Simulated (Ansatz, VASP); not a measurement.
FeO in VASP and in Ansatz

The input INCAR:

```
SYSTEM = FeO
  PREC = Accurate
  ENCUT = 600
  EDIFF = 1E-6
  ISMEAR = -1
  SIGMA = 0.05
  LREAL = .FALSE.
  LASPH = .TRUE.
  NELM = 150
  ALGO = Normal
  ISIF = 3
  LWAVE = .FALSE.
  LCHARG = .FALSE.
  ISPIN = 2
  MAGMOM = 3 0
  LORBIT = 11
  LMAXMIX = 4
  LDAU = .TRUE.
  LDAUTYPE = 2
  LDAUL = 2 -1
  LDAUU = 1 0
  LDAUJ = 0 0
  LDAUPRINT = 1
  GGA = PE
  IBRION = 2
  NSW = 60
  EDIFFG = -0.01
```

KPOINTS

```
regular mesh
0
G
  11 11 11
  0 0 0
```

The input POSCAR:

```
FeO
1.0
    0.0000000000      2.1554001600      2.1554001600
    2.1554001600      0.0000000000      2.1554001600
    2.1554001600      2.1554001600      0.0000000000
Fe O
1 1
Direct
    0.0000000000      0.0000000000      0.0000000000
    0.5000000000      0.5000000000      0.5000000000
```

Contents of input.yaml:

```yaml
crystal:
  lattice:
    - [0.0, 2.15540016, 2.15540016]
    - [2.15540016, 0.0, 2.15540016]
    - [2.15540016, 2.15540016, 0.0]
  atoms:
    - { symbol: Fe, position: [0.0, 0.0, 0.0], spin: 3.0 }
    - { symbol: O, position: [0.5, 0.5, 0.5] }
hamiltonian:
  xc: pbe
  pseudopotentials: { kind: paw }
  hubbard: { sites: [{ species: Fe, l: d, u_eff: 1.0 }] }
magnetization:
  spin_polarized: true
kpoints:
  mp_grid: { grid: [11, 11, 11] }
scf:
  occupations: { method: fermi_dirac, width: 0.05 }
output:
  forces: true
  stress: true
  eigenvalues: true
relax:
  f_tol: 0.01
  max_steps: 40
  cell: { stress_tol: 0.05 }
```

Alike in both runs: task relaxation of cell and atoms; functional PBE; k mesh 11 × 11 × 11; occupations fermi-dirac, width 0.05 eV; collinear spin; Hubbard terms Fe d U = 1.0 eV.

|  | VASP | Ansatz |
| --- | --- | --- |
| version | VASP 6.6.1 | Ansatz 0.2.0 |
| potentials or method | VASP PAW PBE potentials, release 64 (Fe, O) | Ansatz PAW |
| plane-wave cutoff (eV) | 600 | 420 |
| valence electrons in the cell | 14 | 22 |

```csv
,VASP,Ansatz,Ansatz less VASP
"gap on the k mesh at the Fermi level, each at its own relaxed structure (eV)",none,none,-
net moment per atom (μB),2.00,2.00,0.000
size of the moment on the site where the two differ most (μB),3.67,3.47,-0.201
relaxed volume (Å³/atom),10.00,10.14,+0.147
relaxed cell length with the largest relative difference (Å),3.047,3.032,-0.0142
```

Site moments also hang on the region over which each program counts them. The programs project onto different local orbitals, so the same U acts differently, and such runs can settle in different states. A gap of «none» marks a metal or a gap that the smearing closes. VASP's potentials hold 14 valence electrons a cell and Ansatz's 22, so a difference there can come from the potentials and not from the codes.

Noted on Ansatz's run: the magnetic or orbital state may not be the lowest; the plane-wave basis is chosen anew once the cell has moved, so the energies of steps on either side of that aren't comparable.
